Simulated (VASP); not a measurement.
# Sb (P6_3/mmc) in VASP: relaxation of cell and atoms with PBE

Aim: the relaxation of cell and atoms of Sb with PBE.

Program: VASP 6.6.1. These are calculated values, not measurements. Logs are shortened: lines on timing, memory, paths and dates and some standing lists are left out, and cuts for length are marked.

### 1 The cell of the first run

The structure is hexagonal, space group P6_3/mmc (No. 194). Conventional cell: a = 3.418 Å, b = 3.418 Å, c = 5.536 Å, α = 90.00°, β = 90.00°, γ = 120.00°. Within 4.5 Å of Sb (site symmetry -6m2) lie 12 Sb at 3.40 to 3.42 Å.

### 2 Relaxation of cell and atoms, PBE

The input, INCAR:

```
SYSTEM = Sb
  PREC = Accurate
  ENCUT = 600
  EDIFF = 1E-6
  ISMEAR = -1
  SIGMA = 0.05
  LREAL = .False.
  LASPH = .True.
  NELM = 100
  ALGO = Normal
  ISIF = 3
  LWAVE = .False.
  LCHARG = .False.
  GGA = PE
  IBRION = 2
  NSW = 60
  EDIFFG = -0.005
```

The input, KPOINTS:

```
Automatic mesh
0
Gamma
  14 14 8
  0 0 0
```

The input, POSCAR:

```
Sb
1.0
    3.4175440961      0.0000000000      0.0000000000
   -1.7087720481      2.9596800058      0.0000000000
    0.0000000000      0.0000000000      5.5364214357
Sb
2
Direct
    0.3333333333      0.6666666667      0.2500000000
    0.6666666667      0.3333333333      0.7500000000
```

Potentials or basis: VASP PAW PBE potentials, release 64 (Sb).

Run with:

```console
> cat potpaw_PBE.64/Sb/POTCAR > POTCAR
> mpirun -np 1 vasp_std > vasp.out
```

OUTCAR:

```text
SYSTEM = Sb
   PREC = Accurate
   ENCUT = 600
   EDIFF = 1E-6
   ISMEAR = -1
   LREAL = .False.
   LASPH = .True.
   NELM = 100
   ISIF = 3
   GGA = PE
   IBRION = 2
   NSW = 60
   EDIFFG = -0.005

 ion  position               nearest neighbor table
   1  0.333  0.667  0.250-   2 3.40   2 3.40   2 3.40   2 3.40   2 3.40   2 3.40
   2  0.667  0.333  0.750-   1 3.40   1 3.40   1 3.40   1 3.40   1 3.40   1 3.40

  LATTYP: Found a hexagonal cell.
 ALAT       =     3.4175440961
 C/A-ratio  =     1.6200000000

  Lattice vectors:

 A1 = (   3.4175440961,   0.0000000000,   0.0000000000)
 A2 = (  -1.7087720481,   2.9596800058,   0.0000000000)
 A3 = (   0.0000000000,   0.0000000000,   5.5364214357)

Analysis of symmetry for initial positions (statically):
=====================================================================
 Subroutine PRICEL returns:
 Original cell was already a primitive cell.

 Routine SETGRP: Setting up the symmetry group for a
 hexagonal supercell.

 Subroutine GETGRP returns: Found 24 space group operations
 (whereof 12 operations were pure point group operations)
 out of a pool of 24 trial point group operations.

The static configuration has the point symmetry D_3d.
 The point group associated with its full space group is D_6h.

Analysis of symmetry for dynamics (positions and initial velocities):
=====================================================================
 Subroutine PRICEL returns:
 Original cell was already a primitive cell.

 Routine SETGRP: Setting up the symmetry group for a
 hexagonal supercell.

 Subroutine GETGRP returns: Found 24 space group operations
 (whereof 12 operations were pure point group operations)
 out of a pool of 24 trial point group operations.

The dynamic configuration has the point symmetry D_3d.
 The point group associated with its full space group is D_6h.

 Subroutine INISYM returns: Found 24 space group operations
 (whereof 12 operations are pure point group operations),
 and found     1 'primitive' translations

----------------------------------------------------------------------------------------

                                     Primitive cell

  volume of cell :      56.0000

[... 101 lines left out ...]
   EMIN   =  10.00;   EMAX   =-10.00  energy-range for DOS
   EFERMI =   0.00;   METHOD = LEGACY
   ISMEAR =    -1;   SIGMA  =   0.05  broadening in eV -4-tet -1-fermi 0-gaus
   EFERMI_NEDOS =   21; number of points for ismear=-14 and -15
   IALGO  =     38    algorithm
   IMIX   =      4    mixing-type and parameters
     AMIX     =   0.40;   BMIX     =  1.00
     AMIX_MAG =   1.60;   BMIX_MAG =  1.00
  volume/ion in A,a.u.               =      28.00       188.95
  Fermi-wavevector in a.u.,A,eV,Ry     =   0.921889  1.742118 11.563320  0.849880
  Thomas-Fermi vector in A             =   2.047356
   LORBIT       =      0    0 simple, 1 ext, 2 COOP (PROOUT), +10 PAW based schemes
   GGA     = PE    functional components
   LHFCALC =     F    Hartree Fock is set to
   AEXX    =    0.0000 exact exchange contribution
   IVDW    =     0    specifies the selected vdW correction
   LEPSILON=     F    determine dielectric tensor
   LRPA    =     F    only Hartree local field effects (RPA)
 conjugate gradient relaxation of ions
 non-spin polarized calculation
  energy-cutoff  :      600.00
  volume of cell :       56.00
 maximum number of plane-waves:      1890
 NGX is ok and might be reduce to    28
   NGX = 13   NGY = 13   NGZ = 23

--------------------------------------- Ionic step        1  -------------------------------------------

 number of electron      10.0000000 magnetization

 Free energy of the ion-electron system (eV)
  ---------------------------------------------------
  ext. energy  EPLUGINS =         0.00000000
  ---------------------------------------------------
  free energy    TOTEN  =        -7.72051407 eV

  energy without entropy =       -7.70695438  energy(sigma->0) =       -7.71373422

------------------------ aborting loop because EDIFF is reached ----------------------------------------

  FORCE on cell =-STRESS in cart. coord.  units (eV):
  Direction    XX          YY          ZZ          XY          YZ          ZX
  --------------------------------------------------------------------------------------
  -------------------------------------------------------------------------------------
  Total       -0.5082219     -0.5082219     -0.2861822      0.0000000      0.0000000      0.0000000
  in kB      -14.5403864    -14.5403864     -8.1877604      0.0000000      0.0000000      0.0000000
  external PRESSURE =     -12.4228444 kB  Pullay stress =       0.0000000 kB
[... 167 lines left out ...]
--------------------------------------- Ionic step        6  -------------------------------------------

 number of electron      10.0000000 magnetization

 Free energy of the ion-electron system (eV)
  ---------------------------------------------------
  ext. energy  EPLUGINS =         0.00000000
  ---------------------------------------------------
  free energy    TOTEN  =        -7.72658782 eV

  energy without entropy =       -7.71254199  energy(sigma->0) =       -7.71956491

 E-fermi :   8.3370     XC(G=0): -10.1560

 val. band max:        8.3344225013   @ k =   0.1429   0.0714   0.1250
 cond. band min:       8.3443830561   @ k =   0.2857   0.1429   0.3750
 fundamental gap:      0.0099605548
 Fermi energy:         8.3369828470

 k-point     1 :       0.0000    0.0000    0.0000
  band No.  band energies     occupation
      1      -4.4893      2.00000
      2      -0.8997      2.00000
      3       2.5828      2.00000
      4      11.8821      0.00000
      5      11.8821      0.00000
      6      13.4348      0.00000
      7      13.4348      0.00000
      8      13.4600      0.00000
      9      16.0117      0.00000
[... 265 lines left out ...]
 k-point    24 :       0.3571    0.2857    0.0000
  band No.  band energies     occupation
      1      -0.0867      2.00000
      2       0.4100      2.00000
      3       4.0320      2.00000
      4       5.8975      2.00000
      5       6.1379      2.00000
      6       7.1942      2.00000
      7       7.5416      2.00000
      8       7.9310      1.99941
      9      12.0079      0.00000

 [... further k-points ...]

------------------------ aborting loop because EDIFF is reached ----------------------------------------

  FORCE on cell =-STRESS in cart. coord.  units (eV):
  Direction    XX          YY          ZZ          XY          YZ          ZX
  --------------------------------------------------------------------------------------
  -------------------------------------------------------------------------------------
  Total       -0.0067809     -0.0067809     -0.0077366      0.0000000      0.0000000     -0.0000000
  in kB       -0.1982879     -0.1982879     -0.2262343      0.0000000      0.0000000     -0.0000000
  external PRESSURE =      -0.2076034 kB  Pullay stress =       0.0000000 kB
[... 17 lines left out ...]
  FREE ENERGIE OF THE ION-ELECTRON SYSTEM (eV)
  ---------------------------------------------------
  free  energy   TOTEN  =        -7.7265878241 eV

  energy  without entropy=       -7.7125419940  energy(sigma->0) =       -7.71956491

 reached required accuracy - stopping structural energy minimisation
```

CONTCAR:

```text
Sb
   1.00000000000000
     3.3750242440692522    0.0000000000007134    0.0000000000000000
    -1.6875121220833866    2.9228567337749740   -0.0000000000000000
     0.0000000000000000    0.0000000000000000    5.5541319207633082
  Sb
     2
Direct
     0.3333333332999970    0.6666666667000030    0.2500000000000000
     0.6666666667000030    0.3333333332999970    0.7500000000000000

  0.00000000E+00  0.00000000E+00  0.00000000E+00
  0.00000000E+00  0.00000000E+00  0.00000000E+00
```

It took 3.2 min on 1 thread of AMD EPYC 7R13, shared host; peak memory 0.21 GiB.

Results:

| Property | Result |
| --- | --- |
| Free energy | -7.7266 eV |
| Relaxed volume | 27.39 Å³/atom |
| Relaxed cell | a = 3.375 Å, b = 3.375 Å, c = 5.554 Å, α = 90.00°, β = 90.00°, γ = 120.00° |
| Space group after relaxing (to 0.05 Å) | P6_3/mmc (No. 194) |
| Energy gained by relaxing | 3.0 meV/atom |
| Ionic steps | 6 |
| Pressure after relaxing | 0.0 GPa |
| Band gap on the k mesh | zero (band 5 reaches 12.65 eV, above the bottom of band 6 at 5.39 eV) |

Step by step:
```csv
step,energy change (eV),largest force (eV/Å),pressure (GPa),volume (Å³)
1,0.0000,0.0000,-1.24,56.00
2,-0.0047,0.0000,0.56,54.26
3,-0.0054,0.0000,0.07,54.71
4,-0.0054,0.0000,0.03,54.74
5,-0.0058,0.0000,0.01,54.75
6,-0.0061,0.0000,-0.02,54.79
```

Final structure:
```xyz
2
Lattice="3.3750 0.0000 0.0000 -1.6875 2.9229 0.0000 0.0000 0.0000 5.5541" Properties=species:S:1:pos:R:3 pbc="T T T"
Sb    0.0000    1.9486    1.3885
Sb    1.6875    0.9743    4.1656
```

Levels at points of the mesh, in eV from the Fermi level:
| k point | band 2 | band 3 | band 4 | band 5 | band 6 | band 7 | band 8 | band 9 |
| --- | --- | --- | --- | --- | --- | --- | --- | --- |
| (0.00, 0.00, 0.00) | -9.24 | -5.75 | 3.55 | 3.55 | 5.10 | 5.10 | 5.12 | 7.67 |
| (0.50, 0.00, 0.00) | -8.06 | -4.37 | -3.12 | -2.24 | -0.14 | 0.40 | 3.52 | 4.46 |
| (0.00, 0.00, 0.50) | -11.64 | -0.94 | -0.94 | 4.31 | 4.31 | 4.31 | 4.31 | 8.59 |
| (0.50, 0.00, 0.50) | -8.50 | -5.26 | -5.26 | 1.59 | 1.59 | 1.65 | 1.65 | 5.75 |

Caveat: spin-orbit coupling is left out, which moves the levels of the heavy elements.
